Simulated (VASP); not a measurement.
Wanted: the native input for a VASP 6.6.1 run.

| Quantity | Value |
| --- | --- |
| Task | single point |
| Functional | LDA |
| Potentials or basis | VASP PAW LDA potentials, release 64 (Al, N) |
| Cutoff | 520 eV |
| k mesh | 2 × 2 × 4 |
| Occupations | gaussian, width 0.01 eV |
| Spin | no spin polarisation |
| Dipole correction | no |
| Further INCAR settings | ALGO = Normal; EDIFF = 1e-06; NBANDS = 26 |

The structure of AlN lies in POSCAR:

```
AlN
1.0
    0.0000000000      4.3679800000      4.3679800000
    4.3679800000      0.0000000000      4.3679800000
    2.1839900000      2.1839900000      0.0000000000
Al N
4 4
Direct
   -0.0029060344     -0.0055372277     -0.0065309365
    0.0105407992      0.4924083901     -0.0166273655
    0.4934879510      0.0044545763      0.0210181823
    0.5082654911      0.4998206265     -0.0012149781
    0.3751806327      0.3786311979      0.7803710182
    0.3831721986      0.8594149927      0.7563864761
    0.8738556495      0.3776544307      0.7278650543
    0.8624340084      0.8786776725      0.7512010128
```

One way to write it, as run:

INCAR

```
SYSTEM = AlN
PREC = Accurate
ENCUT = 520
EDIFF = 1E-6
ISMEAR = 0
SIGMA = 0.01
LREAL = .False.
LASPH = .True.
NELM = 120
ALGO = Normal
ISIF = 2
LWAVE = .False.
LCHARG = .False.
GGA = CA
NBANDS = 26
GGA_COMPAT = .False.
```

KPOINTS

```
regular mesh
0
Gamma
  2 2 4
  0 0 0
```

Potentials or basis: VASP PAW LDA potentials, release 64 (Al, N).

The run is started by

```sh
$ cat potpaw_LDA.64/Al/POTCAR potpaw_LDA.64/N/POTCAR > POTCAR
$ mpirun -np 1 vasp_std > vasp.out
```

Results of the run:

| Item | Value |
| --- | --- |
| Pressure | -2.1 GPa |
| Largest force | 2.144 eV/Å |
| Band gap on the k mesh | 3.07 eV |

Caveat: the k points lie up to 0.62 Å⁻¹ apart; forces of over 1 eV/Å act on the atoms, so gaps and moduli don't describe the material at rest.

Wall time 24 s on 1 thread of AMD EPYC 7R13 Processor (Zen 3), with other jobs on the host, peak memory 0.15 GiB.
